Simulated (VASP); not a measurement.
Here is a VASP 6.6.1 calculation.

Contents of INCAR:

```
  PREC = Accurate
  ENCUT = 600
  EDIFF = 1E-6
  ISMEAR = 0
  SIGMA = 0.05
  LREAL = False
  LASPH = True
  NELM = 200
  ALGO = Normal
  ISIF = 2
  LWAVE = False
  LCHARG = True
  ISPIN = 2
  MAGMOM = 3 -3 0 0
  LORBIT = 11
  LMAXMIX = 4
  LDAU = True
  LDAUTYPE = 2
  LDAUL = 2 -1
  LDAUU = 3.3 0
  LDAUJ = 0 0
  LDAUPRINT = 1
  GGA = PE
  LELF = True
  LVHAR = True
  NBANDS = 27
  GGA_COMPAT = False
```

Contents of KPOINTS:

```
regular mesh
0
Gamma
  12 12 6
```

The input POSCAR:

```
CoO
1.0
    2.9815252878      0.0000000000      0.0000000000
   -1.4907626439      2.5820766413      0.0000000000
    0.0000000000      0.0000000000      5.2109509009
Co O
2 2
Direct
    0.0000000000      0.0000000000      0.0000000000
    0.0000000000      0.0000000000      0.5000000000
    0.3333333333      0.6666666667      0.2500001587
    0.6666666667      0.3333333333      0.7499998413
```

Potentials or basis: VASP PAW PBE potentials, release 64 (Co, O).

Command:

```bash
$ cat potpaw_PBE.64/Co/POTCAR potpaw_PBE.64/O/POTCAR > POTCAR
$ mpirun -np 1 vasp_std > vasp.out
```

Problem. Estimate the band gap on the k mesh.

Solution. Zero (filled and empty bands overlap).

Problem. What does it give for the site moments?

Solution. Co +2.63, -2.63; O +0.00 μB.

Problem. Estimate the pressure.

Solution. -7.6 GPa.

Problem. Predict the net moment.

Solution. 0.00 μB per cell.

Stress tensor (GPa, compression positive):
```
-9.66  0.00  0.00
 0.00 -9.66  0.00
 0.00  0.00 -3.32
```

Caveat: the stress differs along the axes, from -10 to -3 GPa. The state reached can hang on the start; a lower one may exist.
